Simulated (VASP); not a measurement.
## Nb3Sn: electric field gradients with PBE

The system is Nb3Sn.

```xyz
8
Lattice="5.2821 0.0000 0.0000 0.0000 5.2821 0.0000 0.0000 0.0000 5.2821" Properties=species:S:1:pos:R:3 pbc="T T T"
Nb    1.3205    0.0000    2.6410
Nb    2.6410    3.9616    0.0000
Nb    3.9616    0.0000    2.6410
Nb    2.6410    1.3205    0.0000
Nb    0.0000    2.6410    3.9616
Nb    0.0000    2.6410    1.3205
Sn    0.0000    0.0000    0.0000
Sn    2.6410    2.6410    2.6410
```

| Property | Result |
| --- | --- |
| Program | VASP 6.6.1 |
| Task | electric field gradients |
| Functional | PBE |
| Potentials or basis | VASP PAW PBE potentials, release 64 (Nb_sv, Sn_d) |
| Cutoff | 520 eV |
| k mesh | 6 × 6 × 6 |
| Occupations | fermi-dirac, width 0.05 eV |
| Spin | no spin polarisation |
| Dipole correction | no |
| Further INCAR settings | ALGO = Normal; EDIFF = 1e-08; NBANDS = 63 |

| Item | Value |
| --- | --- |
| Pressure | 3.3 GPa |
| Band gap on the k mesh | zero (bands 53 and 54 overlap by 0.57 eV) |
| Largest electric field gradient by atom | Nb +61.8; Sn -0.0 V/Å² |

Levels at points of the mesh, in eV from the Fermi level:
| k point | band 51 | band 52 | band 53 | band 54 | band 55 | band 56 |
| --- | --- | --- | --- | --- | --- | --- |
| (0.00, 0.00, 0.00) | -0.55 | -0.55 | -0.07 | -0.07 | 2.38 | 2.38 |
| (0.50, 0.00, 0.00) | -0.85 | -0.85 | -0.38 | -0.38 | 1.52 | 1.52 |
| (0.50, 0.50, 0.00) | 0.16 | 0.16 | 0.19 | 0.58 | 0.63 | 0.63 |
| (0.50, 0.50, 0.50) | 0.03 | 0.03 | 0.12 | 0.12 | 0.12 | 0.12 |

Electric field gradients, principal values (V/Å²):
| atom | least | middle | greatest (by size) |
| --- | --- | --- | --- |
| 1 Nb | -30.924 | -30.924 | 61.848 |
| 2 Nb | -30.924 | -30.924 | 61.848 |
| 3 Nb | -30.924 | -30.924 | 61.848 |
| 4 Nb | -30.924 | -30.924 | 61.848 |
| 5 Nb | -30.924 | -30.924 | 61.848 |
| 6 Nb | -30.924 | -30.924 | 61.848 |
| 7 Sn | 0.000 | 0.000 | 0.000 |
| 8 Sn | 0.000 | 0.000 | 0.000 |

Wall time 5.2 min on 1 thread of AMD EPYC 7R43 64-Core Processor (Zen 3), on a shared host, peak memory 0.27 GiB.

Caveat: the cell stands under pressure; without QUAD_EFG the Cq values of the log hold for a quadrupole moment of 1 mb, not for the nuclei; spin-orbit coupling is left out, which moves the levels of the heavy elements.
